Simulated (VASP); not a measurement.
Input of a VASP 6.6.1 run:

Contents of INCAR:

```
  PREC = Accurate
  ENCUT = 520
  EDIFF = 1E-6
  ISMEAR = 0
  SIGMA = 0.02
  LREAL = False
  LASPH = True
  NELM = 80
  ALGO = Normal
  ISIF = 2
  LWAVE = False
  LCHARG = False
  GGA = PE
  NBANDS = 12
```

The input KPOINTS:

```
Automatic mesh
0
Gamma
  6 6 6
```

Contents of POSCAR:

```
LiCl
1.0
    0.0000000000      2.5647700000      2.5647700000
    2.5647700000      0.0000000000      2.5647700000
    2.5647700000      2.5647700000      0.0000000000
Li Cl
1 1
Direct
    0.0000000000      0.0000000000      0.0000000000
    0.5000000000      0.5000000000      0.5000000000
```

Potentials or basis: VASP PAW PBE potentials, release 64 (Li_sv, Cl).

Run with:

```bash
$ cat potpaw_PBE.64/Li_sv/POTCAR potpaw_PBE.64/Cl/POTCAR > POTCAR
$ mpirun -np 1 vasp_std > vasp.out
```

Problem. What does it give for the band gap on the k mesh?

Solution. 6.34 eV, direct.

 Expect the measured gap to be larger: semilocal functionals such as PBE lack the derivative discontinuity.
